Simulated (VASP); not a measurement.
## Li2Bi: single point with PBE

Li2Bi:

```
Li Bi
1.0
     0.00000    4.01879    4.01879
     4.01879    0.00000    4.01879
     4.01879    4.01879    0.00000
Li Bi
4 2
Direct
  0.62500 0.62500 0.62500
  0.12500 0.62500 0.62500
  0.62500 0.62500 0.12500
  0.62500 0.12500 0.62500
  0.00000 0.00000 0.00000
  0.25000 0.25000 0.25000
```

```
Program                : VASP 6.6.1
Task                   : single point
Functional             : PBE
Potentials or basis    : VASP PAW PBE potentials, release 64 (Li_sv, Bi_d)
Cutoff                 : 520 eV
k mesh                 : 4 × 4 × 4
Occupations            : gaussian, width 0.1 eV
Spin                   : no spin polarisation
Dipole correction      : no
Further INCAR settings : ALGO = Normal; EDIFF = 1e-07; NBANDS = 30
```

* Band gap on the k mesh: zero (band 21 reaches 6.00 eV, above the bottom of band 22 at 3.10 eV)

Levels at points of the mesh, in eV from the Fermi level:
```
           k point  band 19  band 20  band 21  band 22  band 23  band 24
(0.00, 0.00, 0.00)    -1.63    -1.13    -1.13    -1.13    -0.13     0.69
(0.50, 0.00, 0.00)    -2.58    -0.11    -0.11     0.02     1.20     2.40
(0.50, 0.50, 0.00)    -2.18    -2.18     1.76     1.76     2.17     2.17
```

Wall time 19 s on 1 thread of Intel(R) Xeon(R) 6975P-C (Granite Rapids) (shared host), peak memory 0.25 GiB.

Caveat: spin-orbit coupling is left out, which moves the levels of the heavy elements.
